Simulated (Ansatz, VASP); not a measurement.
Ga3O2 in VASP and in Ansatz

```
CELL_PARAMETERS angstrom
2.17316 1.25468 4.80046
-2.17316 1.25468 4.80046
0.00000 -2.50935 4.80046
ATOMIC_POSITIONS crystal
Ga 0.58774 0.58774 0.58774
Ga 0.41226 0.41226 0.41226
Ga 0.00000 0.00000 0.00000
O 0.27540 0.27540 0.27540
O 0.72460 0.72460 0.72460
```

Change from the starting cell: species swapped into the Li3In2 type (R-3m, No. 166).

Alike in both runs: functional PBE; k mesh 12 × 12 × 12; occupations gaussian, width 0.1 eV; no spin polarisation.

Ansatz relaxed the structure, and its values are those at the end. VASP's run is a single point on that final structure, the one shown.

|  | VASP | Ansatz |
| --- | --- | --- |
| version | VASP 6.6.1 | Ansatz 0.2.0 |
| potentials or method | VASP PAW PBE potentials, release 64 (Ga_d, O), cutoff 520 eV | scalar-relativistic, plane waves, PAW |
| valence electrons in the cell | 51 | 51 |

```csv
,VASP,Ansatz,Ansatz less VASP
gap on the k mesh at the Fermi level (eV),none,none,-
pressure (GPa),0.2,0.0,-0.23
rms of the force components (eV/Å),0.035,0.000,-0.0346
```

A gap of «none» marks a metal or a gap that the smearing closes.
